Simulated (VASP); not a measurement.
Input of a VASP 6.6.1 run:

Contents of INCAR:

```
ALGO     = Normal         # electronic algorithm
DIPOL    = 0.5 0.5 0.415
EDIFF    = 1E-6           # SCF threshold, eV
ENCUT    = 520            # plane-wave cutoff, eV
GGA      = PE             # functional
IDIPOL   = 3            
ISIF     = 2              # what is computed and relaxed
ISMEAR   = 0              # smearing method
IVDW     = 12             # dispersion correction
LASPH    = T              # aspherical terms in the spheres
LCHARG   = F              # write CHGCAR
LDIPOL   = T            
LREAL    = F              # projectors in reciprocal space
LWAVE    = F              # write WAVECAR
NBANDS   = 48             # bands
NELM     = 60             # most SCF steps
PREC     = Accurate       # precision mode
SIGMA    = 0.05           # smearing width, eV
```

The input KPOINTS:

```
k-points
0
Gamma
  9 9 1
```

POSCAR

```
InSe
1.0
    4.0266103640      0.0000000000      0.0000000000
   -2.0133051820      3.4871468663      0.0000000000
    0.0000000000      0.0000000000     28.2707108021
Se In
4 4
Direct
    0.0000000000      0.0000000000      0.1591753399
    0.0000000000      0.0000000000      0.3496677346
    0.0000000000      0.0000000000      0.4808989592
    0.0000000000      0.0000000000      0.6713913539
    0.6666666667      0.3333333333      0.2049979895
    0.6666666667      0.3333333333      0.3038451603
    0.6666666667      0.3333333333      0.5267216088
    0.6666666667      0.3333333333      0.6255687796
```

Potentials or basis: VASP PAW PBE potentials, release 64 (Se, In_d).

The run is started by

```console
$ cat potpaw_PBE.64/Se/POTCAR potpaw_PBE.64/In_d/POTCAR > POTCAR
$ mpirun -np 1 vasp_std > vasp.out
```

(1) What does it give for the band gap on the k mesh?

(2) What does it give for the largest force?

## Answers

(1) 1.19 eV (least direct gap 1.24 eV).

(2) 0.012 eV/Å.

Caveat: spin-orbit coupling is left out, which moves the levels of the heavy elements.
